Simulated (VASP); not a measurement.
# GaN (F-43m) in VASP: further runs

GaN is run at these levels: LDA; tasks: single point.

All numbers are computed with VASP 6.6.1; they aren't measurements. Logs are shortened: lines on timing, memory, paths and dates and some standing lists are left out, and cuts for length are marked.

## Step 1: The cell of the first run

It takes space group F-43m (No. 216, cubic). The conventional cell has a = 4.553 Å, b = 4.553 Å, c = 4.553 Å, α = 90.00°, β = 90.00°, γ = 90.00°. Within 2.6 Å of Ga (site symmetry -43m) lie 4 N at 1.97 Å. Within 2.6 Å of N (site symmetry -43m) lie 4 Ga at 1.97 Å.

## Step 2: Single point, LDA

The input, INCAR:

```
ALGO = Normal ; EDIFF = 1E-6
ENCUT = 600 ; GGA = CA
GGA_COMPAT = False ; ISIF = 2
ISMEAR = 0 ; LASPH = True
LCHARG = False ; LREAL = False
LWAVE = False ; NBANDS = 16
NELM = 120 ; PREC = Accurate
SIGMA = 0.05
```

The input, KPOINTS:

```
k-points
0
Gamma
  6 6 6
```

The input, POSCAR:

```
GaN
1.0
    0.0000000000      2.2766075815      2.2766075815
    2.2766075815      0.0000000000      2.2766075815
    2.2766075815      2.2766075815      0.0000000000
Ga N
1 1
Direct
    0.0000000000      0.0000000000      0.0000000000
    0.2500000000      0.2500000000      0.2500000000
```

Potentials or basis: VASP PAW LDA potentials, release 64 (Ga_d, N).

Run with:

```sh
$ cat potpaw_LDA.64/Ga_d/POTCAR potpaw_LDA.64/N/POTCAR > POTCAR
$ mpirun -np 1 vasp_std > vasp.out
```

OUTCAR:

```text
EDIFF = 1E-6
   ENCUT = 600
   GGA = CA
   ISIF = 2
   ISMEAR = 0
   LASPH = True
   LREAL = False
   NELM = 120
   PREC = Accurate

 ion  position               nearest neighbor table
   1  0.000  0.000  0.000-   2 1.97   2 1.97   2 1.97   2 1.97
   2  0.250  0.250  0.250-   1 1.97   1 1.97   1 1.97   1 1.97

  LATTYP: Found a face centered cubic cell.
 ALAT       =     4.5532151630

  Lattice vectors:

 A1 = (   0.0000000000,   2.2766075815,   2.2766075815)
 A2 = (   2.2766075815,   0.0000000000,   2.2766075815)
 A3 = (   2.2766075815,   2.2766075815,   0.0000000000)

Analysis of symmetry for initial positions (statically):
=====================================================================
 Subroutine PRICEL returns:
 Original cell was already a primitive cell.

 Routine SETGRP: Setting up the symmetry group for a
 face centered cubic supercell.

 Subroutine GETGRP returns: Found 24 space group operations
 (whereof 24 operations were pure point group operations)
 out of a pool of 48 trial point group operations.

The static configuration has the point symmetry T_d .

Analysis of symmetry for dynamics (positions and initial velocities):
=====================================================================
 Subroutine PRICEL returns:
 Original cell was already a primitive cell.

 Routine SETGRP: Setting up the symmetry group for a
 face centered cubic supercell.

 Subroutine GETGRP returns: Found 24 space group operations
 (whereof 24 operations were pure point group operations)
 out of a pool of 48 trial point group operations.

The dynamic configuration has the point symmetry T_d .

 Subroutine INISYM returns: Found 24 space group operations
 (whereof 24 operations are pure point group operations),
 and found     1 'primitive' translations

----------------------------------------------------------------------------------------

                                     Primitive cell

  volume of cell :      23.5991

  direct lattice vectors                    reciprocal lattice vectors
     0.000000000  2.276607581  2.276607581    -0.219625026  0.219625026  0.219625026
     2.276607581  0.000000000  2.276607581     0.219625026 -0.219625026  0.219625026
     2.276607581  2.276607581  0.000000000     0.219625026  0.219625026 -0.219625026

  length of vectors
     3.219609318  3.219609318  3.219609318     0.380401704  0.380401704  0.380401704

  position of ions in fractional coordinates (direct lattice)
     0.000000000  0.000000000  0.000000000
     0.250000000  0.250000000  0.250000000

  ion indices of the primitive-cell ions
   primitive index   ion index
                 1           1
                 2           2

----------------------------------------------------------------------------------------

 KPOINTS: k-points

Automatic generation of k-mesh.
 Grid dimensions read from file:
 generate k-points for:    6    6    6

 Generating k-lattice:

  Cartesian coordinates                     Fractional coordinates (reciprocal lattice)
    -0.036604171  0.036604171  0.036604171     0.166666667  0.000000000  0.000000000
     0.036604171 -0.036604171  0.036604171     0.000000000  0.166666667  0.000000000
     0.036604171  0.036604171 -0.036604171     0.000000000  0.000000000  0.166666667

  Length of vectors
     0.063400284  0.063400284  0.063400284

  Shift w.r.t. Gamma in fractional coordinates (k-lattice)
     0.000000000  0.000000000  0.000000000

 Subroutine IBZKPT returns following result:
 ===========================================

 Found     16 irreducible k-points:

 Following reciprocal coordinates:
            Coordinates               Weight
  0.000000  0.000000  0.000000      1.000000
  0.166667  0.000000  0.000000      8.000000
  0.333333  0.000000  0.000000      8.000000
  0.500000  0.000000  0.000000      4.000000
  0.166667  0.166667  0.000000      6.000000
  0.333333  0.166667  0.000000     24.000000
[... 8 lines left out ...]
 -0.333333  0.333333  0.166667     24.000000
 -0.333333  0.500000  0.166667     12.000000
   k-points           NKPTS =     16   k-points in BZ     NKDIM =     16   number of bands    NBANDS=     16
   number of dos      NEDOS =    301   number of ions     NIONS =      2
   total plane-waves  NPLWV =  21952
   dimension x,y,z NGX =    28 NGY =   28 NGZ =   28
   dimension x,y,z NGXF=    56 NGYF=   56 NGZF=   56
   ions per type =               1   1
   NGX,Y,Z   is equivalent  to a cutoff of  14.46, 14.46, 14.46 a.u.
   NGXF,Y,Z  is equivalent  to a cutoff of  28.92, 28.92, 28.92 a.u.
 SYSTEM =  unknown system
   PREC   = accura    normal or accurate (medium, high low for compatibility)
   ISTART =      0    job   : 0-new  1-cont  2-samecut
   ICHARG =      2    charge: 1-file 2-atom 10-const
   ISPIN  =      1    spin polarized calculation?
   LNONCOLLINEAR =      F non collinear calculations
   LSORBIT =      F    spin-orbit coupling
   LASPH  =      T    aspherical Exc in radial PAW
   ENCUT  =  600.0 eV  44.10 Ry    6.64 a.u.   6.43  6.43  6.43*2*pi/ulx,y,z
   NELM   =    120;   NELMIN=  2; NELMDL= -5     # of ELM steps
   EDIFF  = 0.1E-05   stopping-criterion for ELM
   LREAL  =      F    real-space projection
   EDIFFG = 0.1E-04   stopping-criterion for IOM
   NSW    =      0    number of steps for IOM
   IBRION =     -1    ionic relax: 0-MD 1-quasi-New 2-CG
   NFREE  =      0    steps in history (QN), initial steepest desc. (CG)
   ISIF   =      2    stress and relaxation
   ISYM   =      2    0-nonsym 1-usesym 2-fastsym
   POTIM  = 0.5000    time-step for ionic-motion
   TEBEG  =    0.0;   TEEND  =   0.0 temperature during run
   PSTRESS=    0.0 pullay stress
   NELECT =      18.0000    total number of electrons
   NUPDOWN=      -1.0000    fix difference up-down
   EMIN   =  10.00;   EMAX   =-10.00  energy-range for DOS
   EFERMI =   0.00;   METHOD = LEGACY
   ISMEAR =     0;   SIGMA  =   0.05  broadening in eV -4-tet -1-fermi 0-gaus
   EFERMI_NEDOS =   21; number of points for ismear=-14 and -15
   IALGO  =     38    algorithm
   IMIX   =      4    mixing-type and parameters
     AMIX     =   0.40;   BMIX     =  1.00
     AMIX_MAG =   1.60;   BMIX_MAG =  1.00
  volume/ion in A,a.u.               =      11.80        79.63
  Fermi-wavevector in a.u.,A,eV,Ry     =   1.495779  2.826613 30.441068  2.237355
[... 48 lines left out ...]
      2      -8.7995      2.00000
      3      -8.7995      2.00000
      4      -8.6860      2.00000
      5      -8.5434      2.00000
      6      -8.5434      2.00000
[... 8 lines left out ...]
     15      21.2879      0.00000
     16      21.2879      0.00000

 k-point     3 :       0.3333    0.0000    0.0000
  band No.  band energies     occupation
      1     -10.1984      2.00000
      2      -8.7589      2.00000
      3      -8.7589      2.00000
      4      -8.5227      2.00000
      5      -8.5227      2.00000
      6      -7.9516      2.00000
[... 8 lines left out ...]
     15      21.9614      0.00000
     16      21.9614      0.00000

 k-point     4 :       0.5000    0.0000    0.0000
  band No.  band energies     occupation
      1     -10.1000      2.00000
      2      -8.7514      2.00000
      3      -8.7514      2.00000
      4      -8.4985      2.00000
      5      -8.4985      2.00000
      6      -7.1437      2.00000
[... 8 lines left out ...]
     15      23.7945      0.00000
     16      23.7945      0.00000

 k-point     5 :       0.1667    0.1667    0.0000
  band No.  band energies     occupation
      1     -10.4982      2.00000
      2      -8.7675      2.00000
      3      -8.7675      2.00000
      4      -8.7009      2.00000
      5      -8.5406      2.00000
      6      -8.5244      2.00000
[... 8 lines left out ...]
     15      24.7700      0.00000
     16      24.9219      0.00000

 k-point     6 :       0.3333    0.1667    0.0000
  band No.  band energies     occupation
      1     -10.1846      2.00000
      2      -8.7403      2.00000
      3      -8.7134      2.00000
      4      -8.6142      2.00000
      5      -8.5049      2.00000
      6      -8.0586      2.00000
[... 8 lines left out ...]
     15      23.7206      0.00000
     16      24.3020      0.00000

 k-point     7 :       0.5000    0.1667    0.0000
  band No.  band energies     occupation
      1     -10.0538      2.00000
      2      -8.7425      2.00000
      3      -8.7003      2.00000
      4      -8.5593      2.00000
      5      -8.4961      2.00000
      6      -7.0606      2.00000
[... 8 lines left out ...]
     15      23.5955      0.00000
     16      24.4651      0.00000

 k-point     8 :      -0.3333    0.1667    0.0000
  band No.  band energies     occupation
      1     -10.0788      2.00000
      2      -8.7448      2.00000
      3      -8.7126      2.00000
      4      -8.5375      2.00000
      5      -8.5339      2.00000
      6      -7.3406      2.00000
[... 8 lines left out ...]
     15      21.3815      0.00000
     16      24.0963      0.00000

 k-point     9 :      -0.1667    0.1667    0.0000
  band No.  band energies     occupation
      1     -10.2927      2.00000
      2      -8.7609      2.00000
      3      -8.7596      2.00000
      4      -8.5620      2.00000
      5      -8.5561      2.00000
      6      -8.2900      2.00000
[... 8 lines left out ...]
     15      21.0873      0.00000
     16      24.0961      0.00000

 k-point    10 :       0.3333    0.3333    0.0000
  band No.  band energies     occupation
      1     -10.0628      2.00000
      2      -8.7054      2.00000
      3      -8.6301      2.00000
      4      -8.6301      2.00000
      5      -8.4890      2.00000
      6      -7.6725      2.00000
[... 8 lines left out ...]
     15      26.4698      0.00000
     16      26.8563      0.00000

 k-point    11 :       0.5000    0.3333    0.0000
  band No.  band energies     occupation
      1      -9.9939      2.00000
      2      -8.7219      2.00000
      3      -8.6043      2.00000
      4      -8.5987      2.00000
      5      -8.4859      2.00000
      6      -6.8323      2.00000
[... 8 lines left out ...]
     15      26.5404      0.00000
     16      26.6389      0.00000

 k-point    12 :      -0.3333    0.3333    0.0000
  band No.  band energies     occupation
      1      -9.9949      2.00000
      2      -8.7287      2.00000
      3      -8.6274      2.00000
      4      -8.5830      2.00000
      5      -8.5250      2.00000
      6      -6.6260      2.00000
[... 8 lines left out ...]
     15      23.1975      0.00000
     16      26.8673      0.00000

 k-point    13 :       0.5000    0.5000    0.0000
  band No.  band energies     occupation
      1      -9.9803      2.00000
      2      -8.7514      2.00000
      3      -8.5547      2.00000
      4      -8.5547      2.00000
      5      -8.4713      2.00000
      6      -6.6587      2.00000
[... 8 lines left out ...]
     15      25.8434      0.00000
     16      29.0175      0.00000

 k-point    14 :       0.5000    0.3333    0.1667
  band No.  band energies     occupation
      1     -10.0386      2.00000
      2      -8.7087      2.00000
      3      -8.6858      2.00000
      4      -8.5940      2.00000
      5      -8.5076      2.00000
      6      -7.2594      2.00000
[... 8 lines left out ...]
     15      24.0745      0.00000
     16      26.4564      0.00000

 k-point    15 :      -0.3333    0.3333    0.1667
  band No.  band energies     occupation
      1      -9.9946      2.00000
      2      -8.7209      2.00000
      3      -8.6600      2.00000
      4      -8.5627      2.00000
      5      -8.5201      2.00000
      6      -6.6241      2.00000
[... 8 lines left out ...]
     15      23.1419      0.00000
     16      26.8367      0.00000

 k-point    16 :      -0.3333    0.5000    0.1667
  band No.  band energies     occupation
      1      -9.9739      2.00000
      2      -8.7101      2.00000
      3      -8.6469      2.00000
      4      -8.5480      2.00000
      5      -8.5052      2.00000
      6      -6.4615      2.00000
[... 8 lines left out ...]
     15      24.8767      0.00000
     16      27.0374      0.00000

------------------------ aborting loop because EDIFF is reached ----------------------------------------

  FORCE on cell =-STRESS in cart. coord.  units (eV):
  Direction    XX          YY          ZZ          XY          YZ          ZX
  --------------------------------------------------------------------------------------
  -------------------------------------------------------------------------------------
  Total       -1.5729573     -1.5729573     -1.5729573     -0.0000000      0.0000000      0.0000000
  in kB     -106.7905901   -106.7905901   -106.7905901     -0.0000000      0.0000000      0.0000000
  external PRESSURE =    -106.7905901 kB  Pullay stress =       0.0000000 kB

 VOLUME and BASIS-vectors are now :
 -----------------------------------------------------------------------------
  energy-cutoff  :      600.00
  volume of cell :       23.60
      direct lattice vectors                 reciprocal lattice vectors
     0.000000000  2.276607581  2.276607581    -0.219625026  0.219625026  0.219625026
     2.276607581  0.000000000  2.276607581     0.219625026 -0.219625026  0.219625026
     2.276607581  2.276607581  0.000000000     0.219625026  0.219625026 -0.219625026

 POSITION                                       TOTAL-FORCE (eV/Angst)
 -----------------------------------------------------------------------------------
      0.00000      0.00000      0.00000         0.000000      0.000000      0.000000
      1.13830      1.13830      1.13830        -0.000000     -0.000000     -0.000000
 -----------------------------------------------------------------------------------
    total drift:                                0.000000      0.000000      0.000000

  FREE ENERGIE OF THE ION-ELECTRON SYSTEM (eV)
  ---------------------------------------------------
  free  energy   TOTEN  =       -13.8928383132 eV

  energy  without entropy=      -13.8928383132  energy(sigma->0) =      -13.89283831
```

Wall time 9 s (1 thread of Intel Xeon 6975P-C, shared host); peak memory 0.14 GiB.

What came out:

```yaml
Free_energy: -13.8928 eV
Pressure: -10.7 GPa
Band_gap_on_the_k_mesh: 1.55 eV, direct
```

Levels at points of the mesh, in eV from the valence-band top:
```
           k point  band 7  band 8  band 9  band 10  band 11  band 12
(0.00, 0.00, 0.00)    0.00    0.00    0.00     1.55     9.92     9.92
(0.50, 0.00, 0.00)   -6.92   -0.94   -0.94     4.33     8.44    10.04
(0.50, 0.50, 0.00)   -6.08   -2.63   -2.63     3.23     6.30    11.29
```

## Step 3: Single point, LDA

This run uses another cell than the first one, of 10.67 Å³/atom, 0.904 times its volume.

The input, INCAR:

```
  PREC = Accurate
  ENCUT = 600
  EDIFF = 1E-6
  ISMEAR = 0
  SIGMA = 0.05
  LREAL = F
  LASPH = T
  NELM = 120
  ALGO = Normal
  ISIF = 2
  LWAVE = F
  LCHARG = F
  NBANDS = 16
  GGA_COMPAT = F
```

The input, KPOINTS:

```
regular mesh
0
Gamma
  6 6 6
```

The input, POSCAR:

```
GaN
1.0
    0.0000000000      2.2015201946      2.2015201946
    2.2015201946      0.0000000000      2.2015201946
    2.2015201946      2.2015201946      0.0000000000
Ga N
1 1
Direct
    0.0000000000      0.0000000000      0.0000000000
    0.2500000000      0.2500000000      0.2500000000
```

Potentials or basis: VASP PAW LDA potentials, release 64 (Ga_d, N).

Run with:

```sh
$ cat potpaw_LDA.64/Ga_d/POTCAR potpaw_LDA.64/N/POTCAR > POTCAR
$ mpirun -np 1 vasp_std > vasp.out
```

It took 7.5 s on 1 thread of Intel Xeon 6975P-C, shared host; peak memory 0.14 GiB.

Results (log left out):

- Free energy: -13.9157 eV
- Pressure: 8.9 GPa
- Band gap on the k mesh: 2.20 eV, direct

Levels at points of the mesh, in eV from the valence-band top:
```tsv
k point	band 5	band 6	band 7	band 8	band 9	band 10	band 11	band 12	band 13	band 14
(0.00, 0.00, 0.00)	-13.25	-13.25	0.00	0.00	0.00	2.20	10.54	10.54	10.54	18.24
(0.50, 0.00, 0.00)	-13.19	-11.87	-7.60	-1.07	-1.07	5.02	8.94	10.56	10.56	15.99
(0.50, 0.50, 0.00)	-13.16	-11.41	-6.50	-2.99	-2.99	3.26	6.88	12.02	14.50	14.50
```

## Step 4: Single point, LDA

This run uses another cell than the first one, of 11.05 Å³/atom, 0.937 times its volume.

The input, INCAR:

```
SYSTEM = GaN
PREC = Accurate
ENCUT = 600
EDIFF = 1E-6
ISMEAR = 0
SIGMA = 0.05
LREAL = .FALSE.
LASPH = .TRUE.
NELM = 120
ALGO = Normal
ISIF = 2
LWAVE = .FALSE.
LCHARG = .TRUE.
LELF = .TRUE.
LVHAR = .TRUE.
NBANDS = 16
GGA_COMPAT = .FALSE.
```

The input, KPOINTS:

```
Automatic mesh
0
G
  6 6 6
  0 0 0
```

The input, POSCAR:

```
GaN
1.0
    0.0000000000      2.2274666556      2.2274666556
    2.2274666556      0.0000000000      2.2274666556
    2.2274666556      2.2274666556      0.0000000000
Ga N
1 1
Direct
    0.0000000000      0.0000000000      0.0000000000
    0.2500000000      0.2500000000      0.2500000000
```

Run with:

```sh
$ cat potpaw_LDA.64/Ga_d/POTCAR potpaw_LDA.64/N/POTCAR > POTCAR
$ mpirun -np 1 vasp_std > vasp.out
```

Run time: 9.2 s. Hardware: 1 thread of Intel Xeon 6975P-C, shared host; peak memory 0.14 GiB.

It converged, with:

```
Free energy            : -13.9396 eV
Pressure               : 1.0 GPa
Band gap on the k mesh : 1.97 eV, direct
```

Levels at points of the mesh, in eV from the valence-band top:
| k point | band 5 | band 6 | band 7 | band 8 | band 9 | band 10 | band 11 | band 12 | band 13 | band 14 |
| --- | --- | --- | --- | --- | --- | --- | --- | --- | --- | --- |
| (0.00, 0.00, 0.00) | -13.24 | -13.24 | 0.00 | 0.00 | 0.00 | 1.97 | 10.32 | 10.32 | 10.32 | 17.77 |
| (0.50, 0.00, 0.00) | -13.19 | -11.86 | -7.36 | -1.02 | -1.02 | 4.78 | 8.77 | 10.38 | 10.38 | 15.68 |
| (0.50, 0.50, 0.00) | -13.16 | -11.39 | -6.35 | -2.86 | -2.86 | 3.25 | 6.68 | 11.75 | 14.12 | 14.12 |

## Step 5: Single point, LDA (volume scaled by 0.940 of the coarse rest volume)

The input, INCAR:

```
ALGO = Normal ; EDIFF = 1E-6
ENCUT = 600 ; GGA_COMPAT = False
ISIF = 2 ; ISMEAR = 0
LASPH = True ; LCHARG = False
LREAL = False ; LWAVE = False
NBANDS = 16 ; NELM = 120
PREC = Accurate ; SIGMA = 0.02
```

The input, KPOINTS:

```
k-points
0
Gamma
  10 10 10
```

The input, POSCAR:

```
GaN
1.0
    0.0000000000      2.1820000000      2.1820000000
    2.1820000000      0.0000000000      2.1820000000
    2.1820000000      2.1820000000      0.0000000000
Ga N
1 1
Direct
    0.0000000000      0.0000000000      0.0000000000
    0.2500000000      0.2500000000      0.2500000000
```

Run with:

```sh
$ cat potpaw_LDA.64/Ga_d/POTCAR potpaw_LDA.64/N/POTCAR > POTCAR
$ mpirun -np 1 vasp_std > vasp.out
```

Run time: 21 s. Hardware: 1 thread of Intel Xeon 6975P-C, shared host; peak memory 0.15 GiB.

Results (log left out):

| Property | Result |
| --- | --- |
| Free energy | -13.8763 eV |
| Pressure | 15.7 GPa |
| Band gap on the k mesh | 2.38 eV, direct |

Levels at points of the mesh, in eV from the valence-band top:
```csv
k point,band 7,band 8,band 9,band 10,band 11,band 12
"(0.00, 0.00, 0.00)",0.00,0.00,0.00,2.38,10.72,10.72
"(0.50, 0.00, 0.00)",-7.79,-1.11,-1.11,5.21,9.07,10.70
"(0.50, 0.50, 0.00)",-6.62,-3.10,-3.10,3.27,7.03,12.23
```

Caveat: the cell differs from its parent crystal (volume scaled by 0.940 of the coarse rest volume).

## Step 6: The runs side by side

```csv
cell,k mesh,smearing,gap on the mesh (eV),pressure (GPa)
"a = 3.220 Å, angles 60.0°, 2 atoms",6 × 6 × 6,gaussian 0.05 eV,1.55,-10.7
"a = 3.113 Å, angles 60.0°, 2 atoms",6 × 6 × 6,gaussian 0.05 eV,2.20,8.9
"a = 3.150 Å, angles 60.0°, 2 atoms",6 × 6 × 6,gaussian 0.05 eV,1.97,1.0
"a = 3.086 Å, angles 60.0°, 2 atoms",10 × 10 × 10,gaussian 0.02 eV,2.38,15.7
```

Alike in all rows: task single point; level LDA; potentials or basis VASP PAW LDA potentials, release 64 (Ga_d, N); no spin polarisation; cutoff (eV) 600.

Total energies depend on the potentials used, so only differences within one code and one set of settings carry meaning.
